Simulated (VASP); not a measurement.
Runs of VASP 6.6.1 on NaF. The structure is that of space group Fm-3m (No. 225), or close to it. The cells are those of the table. 

```tsv
task	cell	k mesh	cutoff (eV)	smearing	gap on the mesh (eV)	pressure (GPa)
relaxation of cell and atoms	relaxed from a = 3.320 Å, angles 60.0°, 2 atoms	8 × 8 × 8	600	gaussian 0.02 eV	6.09	-0.1
single point	a = 3.233 Å, angles 60.0°, 2 atoms	6 × 6 × 6	600	gaussian 0.1 eV	(a)	4.3
single point	a = 3.324 Å, angles 60.0°, 2 atoms	8 × 8 × 8	520	gaussian 0.02 eV	6.07	-0.1
single point	a = 3.320 Å, angles 60.0°, 2 atoms	6 × 6 × 6	600	gaussian 0.1 eV	6.09	-0.1
```

Alike in all rows: level PBE; potentials or basis VASP PAW PBE potentials, release 64 (Na_pv, F); no spin polarisation.

Q: Fill in the values left out.

A: (a) 6.53.

Caveats: the relaxation stopped at its first step, so nothing moved (some runs).

